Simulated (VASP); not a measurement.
# SnSe (I4/mmm) in VASP: settings compared

The runs below take SnSe through single point, with PBE, r2SCAN.

Program: VASP 6.6.1. These are calculated values, not measurements. Logs are shortened: lines on timing, memory, paths and dates and some standing lists are left out, and cuts for length are marked.

## 1. The cell of the first run

The structure is tetragonal, space group I4/mmm (No. 139). Conventional cell: a = 4.246 Å, b = 4.246 Å, c = 5.820 Å, α = 90.00°, β = 90.00°, γ = 90.00°. Sn (site symmetry 4/mmm) has 6 Se at 2.91 to 3.00 Å within 3.8 Å. Within 3.8 Å of Se (site symmetry 4/mmm) lie 6 Sn at 2.91 to 3.00 Å.

## 2. Single point, PBE (uniaxial x strain -3.1%)

Input file INCAR:

```
  PREC = Accurate
  ENCUT = 520
  EDIFF = 1E-6
  ISMEAR = -1
  SIGMA = 0.02
  LREAL = F
  LASPH = T
  NELM = 60
  ALGO = Normal
  ISIF = 2
  LWAVE = F
  LCHARG = T
  GGA = PE
  LELF = T
  LVHAR = T
  NBANDS = 17
```

Input file KPOINTS:

```
regular mesh
0
Gamma
  8 8 8
```

Input file POSCAR:

```
SnSe
1.0
    0.0000000000      3.0021131564      3.0021131564
    2.9099482825      0.0000000000      3.0021131564
    2.9099482825      3.0021131564      0.0000000000
Sn Se
1 1
Direct
    0.0000000000      0.0000000000      0.0000000000
    0.5000000000      0.5000000000      0.5000000000
```

Potentials or basis: VASP PAW PBE potentials, release 64 (Sn_d, Se).

On the command line:

```console
$ cat potpaw_PBE.64/Sn_d/POTCAR potpaw_PBE.64/Se/POTCAR > POTCAR
$ mpirun -np 1 vasp_std > vasp.out
```

OUTCAR:

```text
PREC = Accurate
   ENCUT = 520
   EDIFF = 1E-6
   ISMEAR = -1
   LREAL = F
   LASPH = T
   NELM = 60
   ISIF = 2
   GGA = PE

 ion  position               nearest neighbor table
   1  0.000  0.000  0.000-   2 2.91   2 2.91   2 3.00   2 3.00   2 3.00   2 3.00
   2  0.500  0.500  0.500-   1 2.91   1 2.91   1 3.00   1 3.00   1 3.00   1 3.00

  LATTYP: Found a body centered tetragonal cell.
 ALAT       =     4.2456291416
 C/A-ratio  =     1.3707972060

  Lattice vectors:

 A1 = (  -2.9099482825,   0.0000000000,  -3.0021131564)
 A2 = (  -2.9099482825,   0.0000000000,   3.0021131564)
 A3 = (   2.9099482825,   3.0021131564,   0.0000000000)

Analysis of symmetry for initial positions (statically):
=====================================================================
 Subroutine PRICEL returns:
 Original cell was already a primitive cell.

 Routine SETGRP: Setting up the symmetry group for a
 body centered tetragonal supercell.

 Subroutine GETGRP returns: Found 16 space group operations
 (whereof 16 operations were pure point group operations)
 out of a pool of 16 trial point group operations.

The static configuration has the point symmetry D_4h.

Analysis of symmetry for dynamics (positions and initial velocities):
=====================================================================
 Subroutine PRICEL returns:
 Original cell was already a primitive cell.

 Routine SETGRP: Setting up the symmetry group for a
 body centered tetragonal supercell.

 Subroutine GETGRP returns: Found 16 space group operations
 (whereof 16 operations were pure point group operations)
 out of a pool of 16 trial point group operations.

The dynamic configuration has the point symmetry D_4h.

 Subroutine INISYM returns: Found 16 space group operations
 (whereof 16 operations are pure point group operations),
 and found     1 'primitive' translations

----------------------------------------------------------------------------------------

                                     Primitive cell

  volume of cell :      52.4529

  direct lattice vectors                    reciprocal lattice vectors
     0.000000000  3.002113156  3.002113156    -0.171824360  0.166549352  0.166549352
     2.909948282  0.000000000  3.002113156     0.171824360 -0.166549352  0.166549352
     2.909948282  3.002113156  0.000000000     0.171824360  0.166549352 -0.166549352

  length of vectors
     4.245629142  4.180966684  4.180966684     0.291549282  0.291549282  0.291549282

  position of ions in fractional coordinates (direct lattice)
     0.000000000  0.000000000  0.000000000
     0.500000000  0.500000000  0.500000000

  ion indices of the primitive-cell ions
   primitive index   ion index
                 1           1
                 2           2

----------------------------------------------------------------------------------------

 KPOINTS: regular mesh

Automatic generation of k-mesh.
 Grid dimensions read from file:
 generate k-points for:    8    8    8

 Generating k-lattice:

  Cartesian coordinates                     Fractional coordinates (reciprocal lattice)
    -0.021478045  0.020818669  0.020818669     0.125000000 -0.000000000 -0.000000000
     0.021478045 -0.020818669  0.020818669     0.000000000  0.125000000  0.000000000
     0.021478045  0.020818669 -0.020818669     0.000000000  0.000000000  0.125000000

  Length of vectors
     0.036443660  0.036443660  0.036443660

  Shift w.r.t. Gamma in fractional coordinates (k-lattice)
     0.000000000  0.000000000  0.000000000

 Subroutine IBZKPT returns following result:
 ===========================================

 Found     59 irreducible k-points:

 Following reciprocal coordinates:
            Coordinates               Weight
  0.000000  0.000000  0.000000      1.000000
  0.125000  0.000000  0.000000      8.000000
  0.250000  0.000000  0.000000      8.000000
  0.375000 -0.000000 -0.000000      8.000000
  0.500000  0.000000  0.000000      4.000000
  0.125000  0.125000  0.000000      4.000000
[... 16 lines left out ...]
  0.250000  0.125000  0.125000      4.000000
  0.375000  0.125000  0.125000      8.000000
 [... further k-points ...]
   k-points           NKPTS =     59   k-points in BZ     NKDIM =     59   number of bands    NBANDS=     17
   number of dos      NEDOS =    301   number of ions     NIONS =      2
   total plane-waves  NPLWV =  32768
   dimension x,y,z NGX =    32 NGY =   32 NGZ =   32
   dimension x,y,z NGXF=    64 NGYF=   64 NGZF=   64
   ions per type =               1   1
   NGX,Y,Z   is equivalent  to a cutoff of  12.53, 12.72, 12.72 a.u.
   NGXF,Y,Z  is equivalent  to a cutoff of  25.06, 25.45, 25.45 a.u.
 SYSTEM =  unknown system
   PREC   = accura    normal or accurate (medium, high low for compatibility)
   ISTART =      0    job   : 0-new  1-cont  2-samecut
   ICHARG =      2    charge: 1-file 2-atom 10-const
   ISPIN  =      1    spin polarized calculation?
   LNONCOLLINEAR =      F non collinear calculations
   LSORBIT =      F    spin-orbit coupling
   LASPH  =      T    aspherical Exc in radial PAW
   ENCUT  =  520.0 eV  38.22 Ry    6.18 a.u.   7.89  7.77  7.77*2*pi/ulx,y,z
   NELM   =     60;   NELMIN=  2; NELMDL= -5     # of ELM steps
   EDIFF  = 0.1E-05   stopping-criterion for ELM
   LREAL  =      F    real-space projection
   EDIFFG = 0.1E-04   stopping-criterion for IOM
   NSW    =      0    number of steps for IOM
   IBRION =     -1    ionic relax: 0-MD 1-quasi-New 2-CG
   NFREE  =      0    steps in history (QN), initial steepest desc. (CG)
   ISIF   =      2    stress and relaxation
   ISYM   =      2    0-nonsym 1-usesym 2-fastsym
   POTIM  = 0.5000    time-step for ionic-motion
   TEBEG  =    0.0;   TEEND  =   0.0 temperature during run
   PSTRESS=    0.0 pullay stress
   NELECT =      20.0000    total number of electrons
   NUPDOWN=      -1.0000    fix difference up-down
   EMIN   =  10.00;   EMAX   =-10.00  energy-range for DOS
   EFERMI =   0.00;   METHOD = LEGACY
   ISMEAR =    -1;   SIGMA  =   0.02  broadening in eV -4-tet -1-fermi 0-gaus
   EFERMI_NEDOS =   21; number of points for ismear=-14 and -15
   IALGO  =     38    algorithm
   IMIX   =      4    mixing-type and parameters
     AMIX     =   0.40;   BMIX     =  1.00
     AMIX_MAG =   1.60;   BMIX_MAG =  1.00
  volume/ion in A,a.u.               =      26.23       176.98
  Fermi-wavevector in a.u.,A,eV,Ry     =   1.187121  2.243334 19.174100  1.409257
  Thomas-Fermi vector in A             =   2.323279
   LORBIT       =      0    0 simple, 1 ext, 2 COOP (PROOUT), +10 PAW based schemes
   GGA     = PE    functional components
   LHFCALC =     F    Hartree Fock is set to
   AEXX    =    0.0000 exact exchange contribution
   IVDW    =     0    specifies the selected vdW correction
   LEPSILON=     F    determine dielectric tensor
   LRPA    =     F    only Hartree local field effects (RPA)
 non-spin polarized calculation
  energy-cutoff  :      520.00
  volume of cell :       52.45
 maximum number of plane-waves:      1422
   NGX = 15   NGY = 15   NGZ = 15

 number of electron      20.0000007 magnetization

 Free energy of the ion-electron system (eV)
  ---------------------------------------------------
  ext. energy  EPLUGINS =         0.00000000
  ---------------------------------------------------
  free energy    TOTEN  =        -8.17656342 eV

  energy without entropy =       -8.17656342  energy(sigma->0) =       -8.17656342

 E-fermi :   6.3357     XC(G=0):  -9.7774

 val. band max:        5.9886603674   @ k =   0.5000   0.0000   0.0000
 cond. band min:       6.7102447950   @ k =   0.5000   0.1250   0.1250
 fundamental gap:      0.7215844276
 Fermi energy:         6.3357097842

 k-point     1 :       0.0000    0.0000    0.0000
  band No.  band energies     occupation
      1     -15.5763      2.00000
      2     -15.5757      2.00000
      3     -15.5669      2.00000
      4     -15.5669      2.00000
      5     -15.5636      2.00000
      6      -8.1156      2.00000
[... 9 lines left out ...]
     16      12.0066      0.00000
     17      13.9969      0.00000

 k-point     2 :       0.1250    0.0000    0.0000
  band No.  band energies     occupation
      1     -15.5769      2.00000
      2     -15.5749      2.00000
      3     -15.5663      2.00000
      4     -15.5651      2.00000
      5     -15.5641      2.00000
      6      -7.9982      2.00000
[... 9 lines left out ...]
     16      12.2994      0.00000
     17      15.0445      0.00000

 k-point     3 :       0.2500    0.0000    0.0000
  band No.  band energies     occupation
      1     -15.5794      2.00000
      2     -15.5743      2.00000
      3     -15.5678      2.00000
      4     -15.5611      2.00000
      5     -15.5598      2.00000
      6      -7.6800      2.00000
[... 9 lines left out ...]
     16      13.2373      0.00000
     17      17.3871      0.00000

 k-point     4 :       0.3750   -0.0000   -0.0000
  band No.  band energies     occupation
      1     -15.5823      2.00000
      2     -15.5758      2.00000
      3     -15.5684      2.00000
      4     -15.5569      2.00000
      5     -15.5540      2.00000
      6      -7.2907      2.00000
[... 9 lines left out ...]
     16      14.7761      0.00000
     17      17.6603      0.00000

 k-point     5 :       0.5000    0.0000    0.0000
  band No.  band energies     occupation
      1     -15.5835      2.00000
      2     -15.5770      2.00000
      3     -15.5683      2.00000
      4     -15.5550      2.00000
      5     -15.5516      2.00000
      6      -7.0969      2.00000
[... 9 lines left out ...]
     16      16.3959      0.00000
     17      16.4086      0.00000

 k-point     6 :       0.1250    0.1250    0.0000
  band No.  band energies     occupation
      1     -15.5785      2.00000
      2     -15.5732      2.00000
      3     -15.5680      2.00000
      4     -15.5637      2.00000
      5     -15.5637      2.00000
      6      -7.9631      2.00000
[... 9 lines left out ...]
     16      13.0352      0.00000
     17      14.3680      0.00000

 k-point     7 :       0.2500    0.1250    0.0000
  band No.  band energies     occupation
      1     -15.5817      2.00000
      2     -15.5715      2.00000
      3     -15.5675      2.00000
      4     -15.5642      2.00000
      5     -15.5589      2.00000
      6      -7.7147      2.00000
[... 9 lines left out ...]
     16      13.9129      0.00000
     17      15.6765      0.00000

 k-point     8 :       0.3750    0.1250   -0.0000
  band No.  band energies     occupation
      1     -15.5846      2.00000
      2     -15.5725      2.00000
      3     -15.5670      2.00000
      4     -15.5612      2.00000
      5     -15.5541      2.00000
      6      -7.3438      2.00000
[... 9 lines left out ...]
     16      15.2979      0.00000
     17      17.4596      0.00000
[... 203 lines left out ...]
      1     -15.6025      2.00000
      2     -15.5719      2.00000
      3     -15.5611      2.00000
      4     -15.5593      2.00000
      5     -15.5462      2.00000
      6      -6.8701      2.00000
[... 9 lines left out ...]
     16      17.3197      0.00000
     17      17.9364      0.00000

 k-point    20 :      -0.3750    0.3750    0.0000
  band No.  band energies     occupation
      1     -15.5975      2.00000
      2     -15.5664      2.00000
      3     -15.5646      2.00000
      4     -15.5622      2.00000
      5     -15.5486      2.00000
      6      -6.8109      2.00000
[... 9 lines left out ...]
     16      16.3869      0.00000
     17      18.2957      0.00000

 k-point    21 :       0.5000    0.5000    0.0000
  band No.  band energies     occupation
      1     -15.6067      2.00000
      2     -15.5744      2.00000
      3     -15.5584      2.00000
      4     -15.5583      2.00000
      5     -15.5443      2.00000
      6      -6.8232      2.00000
[... 9 lines left out ...]
     16      18.1381      0.00000
     17      18.5056      0.00000

 k-point    22 :       0.0000    0.1250    0.1250
  band No.  band energies     occupation
      1     -15.5770      2.00000
      2     -15.5748      2.00000
      3     -15.5670      2.00000
      4     -15.5638      2.00000
      5     -15.5638      2.00000
      6      -7.9499      2.00000
[... 9 lines left out ...]
     16      12.9466      0.00000
     17      14.2148      0.00000

 k-point    23 :       0.2500    0.1250    0.1250
  band No.  band energies     occupation
      1     -15.5789      2.00000
      2     -15.5732      2.00000
      3     -15.5658      2.00000
      4     -15.5637      2.00000
      5     -15.5635      2.00000
      6      -7.8203      2.00000
[... 9 lines left out ...]
     16      13.6675      0.00000
     17      15.5515      0.00000

 k-point    24 :       0.3750    0.1250    0.1250
  band No.  band energies     occupation
      1     -15.5807      2.00000
      2     -15.5749      2.00000
      3     -15.5656      2.00000
      4     -15.5609      2.00000
      5     -15.5588      2.00000
      6      -7.4746      2.00000
[... 9 lines left out ...]
     16      15.2228      0.00000
     17      17.0186      0.00000

 [... further k-points ...]
[... 5 lines left out ...]
  --------------------------------------------------------------------------------------
  -------------------------------------------------------------------------------------
  Total        2.1077731      0.5674192      0.5674192     -0.0000000      0.0000000      0.0000000
  in kB       64.3820882     17.3318627     17.3318627     -0.0000000      0.0000000      0.0000000
  external PRESSURE =      33.0152712 kB  Pullay stress =       0.0000000 kB

 VOLUME and BASIS-vectors are now :
 -----------------------------------------------------------------------------
  energy-cutoff  :      520.00
  volume of cell :       52.45
      direct lattice vectors                 reciprocal lattice vectors
     0.000000000  3.002113156  3.002113156    -0.171824360  0.166549352  0.166549352
     2.909948282  0.000000000  3.002113156     0.171824360 -0.166549352  0.166549352
     2.909948282  3.002113156  0.000000000     0.171824360  0.166549352 -0.166549352

 POSITION                                       TOTAL-FORCE (eV/Angst)
 -----------------------------------------------------------------------------------
      0.00000      0.00000      0.00000        -0.000000     -0.000000     -0.000000
      2.90995      3.00211      3.00211         0.000000      0.000000      0.000000
 -----------------------------------------------------------------------------------
    total drift:                                0.000000     -0.000000     -0.000000

  FREE ENERGIE OF THE ION-ELECTRON SYSTEM (eV)
  ---------------------------------------------------
  free  energy   TOTEN  =        -8.1765634170 eV

  energy  without entropy=       -8.1765634166  energy(sigma->0) =       -8.17656342
```

It took 38 s on 1 thread of Intel Xeon 8259CL, shared host; peak memory 0.21 GiB.

What came out:

```yaml
Free_energy: -8.1766 eV
Pressure: 3.3 GPa
Band_gap_on_the_k_mesh: 0.72 eV (least direct gap 0.79 eV)
```

Levels at points of the mesh, in eV from the valence-band top:
```tsv
k point	band 7	band 8	band 9	band 10	band 11	band 12	band 13	band 14
(0.00, 0.00, 0.00)	-4.89	-2.48	-2.16	-2.16	4.25	4.25	5.04	5.78
(0.50, 0.00, 0.00)	-8.22	-2.04	-1.98	0.00	0.79	1.18	1.37	8.39
(0.50, 0.50, 0.00)	-5.92	-5.68	-3.94	-3.58	2.97	5.27	6.08	6.12
(0.00, 0.50, 0.50)	-6.06	-5.75	-3.84	-3.84	2.86	5.51	5.51	6.55
```

Caveat: the cell differs from its parent crystal (uniaxial x strain -3.1%); the cell stands under pressure; the structure was generated, so it needn't be the stable form of SnSe; semilocal functionals underestimate gaps, and a narrow one can read as zero; spin-orbit coupling is left out, which moves the levels of the heavy elements.

## 3. Single point, r2SCAN (uniaxial x strain -3.1%)

POSCAR is that of step 2.

Input file INCAR.step1:

```
SYSTEM = SnSe
PREC = Accurate ; ENCUT = 520
ISMEAR = 0 ; SIGMA = 0.01
LREAL = .False. ; LASPH = .True.
NELM = 80 ; NBANDS = 17
GGA = PE ; ALGO = Normal
EDIFF = 1E-4 ; LWAVE = .True.
LCHARG = .False.
```

Input file INCAR.step2:

```
SYSTEM = SnSe
PREC = Accurate ; ENCUT = 520
EDIFF = 1E-6 ; ISMEAR = 0
SIGMA = 0.01 ; LREAL = .False.
LASPH = .True. ; NELM = 80
ALGO = Normal ; ISIF = 2
LWAVE = .False. ; LCHARG = .True.
METAGGA = R2SCAN ; LMIXTAU = .True.
LELF = .True. ; LVHAR = .True.
NBANDS = 17 ; ISTART = 1
```

Input file KPOINTS:

```
Automatic mesh
0
Gamma
  8 8 8
  0 0 0
```

Potentials or basis: VASP PAW PBE potentials, release 64 (Sn_d, Se).

On the command line:

```console
$ cat potpaw_PBE.64/Sn_d/POTCAR potpaw_PBE.64/Se/POTCAR > POTCAR
$ cp INCAR.step1 INCAR
$ mpirun -np 1 vasp_std > vasp.out
$ cp INCAR.step2 INCAR
$ mpirun -np 1 vasp_std > vasp.out
```

It took 2.5 min on 1 thread of Intel Xeon 8259CL, shared host; peak memory 0.22 GiB.

Results (log left out):

```yaml
Free_energy: -39.8498 eV
Pressure: 2.3 GPa
Band_gap_on_the_k_mesh: 0.67 eV
```

Stress tensor (GPa, compression positive):
```
5.45 0.00 0.00
0.00 0.69 0.00
0.00 0.00 0.69
```

Levels at points of the mesh, in eV from the valence-band top:
```tsv
k point	band 6	band 7	band 8	band 9	band 10	band 11	band 12	band 13	band 14	band 15
(0.00, 0.00, 0.00)	-14.98	-5.07	-2.95	-2.62	-2.62	4.28	4.28	5.11	5.95	5.95
(0.50, 0.00, 0.00)	-13.92	-8.77	-2.48	-2.42	0.00	0.67	1.05	1.25	8.72	10.38
(0.50, 0.50, 0.00)	-13.62	-6.27	-6.18	-4.43	-4.06	3.05	5.37	6.22	6.31	10.68
(0.00, 0.50, 0.50)	-13.49	-6.42	-6.25	-4.32	-4.32	2.94	5.62	5.62	6.77	10.76
```

Caveat: the cell differs from its parent crystal (uniaxial x strain -3.1%); the structure was generated, so it needn't be the stable form of SnSe; semilocal functionals underestimate gaps, and a narrow one can read as zero; the PAW data sets were made with another functional, which shifts forces and pressure a little; spin-orbit coupling is left out, which moves the levels of the heavy elements.
